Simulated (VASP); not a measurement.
Write the native input for VASP 6.6.1 that does the following.

* Task: single point
* Functional: PBE
* Potentials or basis: VASP PAW PBE potentials, release 64 (Tl_d, Cl, Si)
* Cutoff: 520 eV
* k mesh: 7 × 7 × 7
* Occupations: methfessel-paxton, width 0.0484 eV
* Spin: no spin polarisation
* Dipole correction: no
* Further INCAR settings: ALGO = Normal; EDIFF = 1e-06; NBANDS = 27

The structure of TlSi4Cl lies in POSCAR:

```
TlSi4Cl
1.0
    0.0000000000      4.2092200000      4.2092200000
    4.2092200000      0.0000000000      4.2092200000
    4.2092200000      4.2092200000      0.0000000000
Tl Cl Si
1 1 4
Direct
    0.5000000000      0.5000000000      0.5000000000
    0.0000000000      0.0000000000      0.0000000000
    0.1270000000      0.1270000000      0.1270000000
    0.6190000000      0.1270000000      0.1270000000
    0.1270000000      0.1270000000      0.6190000000
    0.1270000000      0.6190000000      0.1270000000
```

The input as run:

INCAR

```
PREC = Accurate
ENCUT = 520
EDIFF = 1E-6
ISMEAR = 1
SIGMA = 0.0484
LREAL = F
LASPH = T
NELM = 100
ALGO = Normal
ISIF = 2
LWAVE = F
LCHARG = F
GGA = PE
NBANDS = 27
```

KPOINTS

```
regular mesh
0
Gamma
  7 7 7
```

Potentials or basis: VASP PAW PBE potentials, release 64 (Tl_d, Cl, Si).

Run with:

```bash
$ cat potpaw_PBE.64/Tl_d/POTCAR potpaw_PBE.64/Cl/POTCAR potpaw_PBE.64/Si/POTCAR > POTCAR
$ mpirun -np 1 vasp_std > vasp.out
```

Results of the run:

```json
{
  "Pressure": "19.6 GPa",
  "Largest force": "8.217 eV/Å",
  "Band gap on the k mesh": "zero (bands 18 and 19 overlap by 0.56 eV)"
}
```

Caveat: the cell stands under pressure; spin-orbit coupling is left out, which moves the levels of the heavy elements; forces of over 1 eV/Å act on the atoms, so gaps and moduli don't describe the material at rest.

Run time: 79 s on 1 thread of Intel(R) Xeon(R) Platinum 8259CL CPU @ 2.50GHz (Skylake/Cascade Lake) (shared host), peak memory 0.35 GiB.
